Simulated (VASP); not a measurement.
Wanted: the native input for a VASP 6.6.1 run.

```
Task                   : relaxation of cell and atoms
Functional             : PBE
Potentials or basis    : VASP PAW PBE potentials, release 64 (Si, Ge_d)
Cutoff                 : 500 eV
k mesh                 : 5 × 5 × 3
Occupations            : gaussian, width 0.2 eV
Spin                   : no spin polarisation
Dipole correction      : no
Further INCAR settings : ALGO = Normal; EDIFF = 1e-07; IBRION = 2; EDIFFG = -0.08; NSW = 36; ISIF = 3
```

The structure of Si4Ge lies in POSCAR:

```
Si4Ge
1.0
    3.7845076500      0.0000000000      0.0000000000
   -1.8922538200      3.2774797600      0.0000000000
    0.0000000000      0.0000000000      6.8245314600
Si Ge
4 1
Direct
    0.8315375500      0.1684624500      0.7496045500
    0.8315375500      0.6630750900      0.7496045500
    0.3369249100      0.1684624500      0.7496045500
    0.0000000000      0.0000000000      0.1387376400
    0.0000000000      0.0000000000      0.4736845000
```

One way to write it, as run:

INCAR

```
  ALGO = Normal
  EDIFF = 1E-7
  EDIFFG = -0.08
  ENCUT = 500
  GGA = PE
  GGA_COMPAT = False
  IBRION = 2
  ISIF = 3
  ISMEAR = 0
  LASPH = True
  LCHARG = False
  LREAL = False
  LWAVE = False
  NELM = 120
  NELMIN = 4
  NSW = 36
  PREC = Accurate
  SIGMA = 0.2
```

KPOINTS

```
k-points
0
Gamma
  5 5 3
```

Potentials or basis: VASP PAW PBE potentials, release 64 (Si, Ge_d).

Command:

```bash
$ cat potpaw_PBE.64/Si/POTCAR potpaw_PBE.64/Ge_d/POTCAR > POTCAR
$ mpirun -np 1 vasp_std > vasp.out
```

Results of the run:

```
Relaxed volume                         : 28.62 Å³/atom
Relaxed cell                           : a = 5.498 Å, b = 5.498 Å, c = 5.467 Å, α = 90.00°, β = 90.00°, γ = 120.00°
Space group after relaxing (to 0.05 Å) : P3m1 (No. 156)
Energy gained by relaxing              : 2944.8 meV/atom
Ionic steps                            : 30
Pressure after relaxing                : -0.1 GPa
Largest force after relaxing           : 0.062 eV/Å
Band gap on the k mesh                 : 0.30 eV, indirect (least direct gap 1.22 eV)
```

Caveat: the volume moved by over 15 % at a fixed basis, so the end points are rough; the relaxation stopped at a loose force limit of 0.08 eV/Å, so its end isn't a converged minimum.

It took 4.7 min on 1 thread of Intel(R) Xeon(R) 6975P-C (Granite Rapids), on a shared host, peak memory 0.18 GiB.
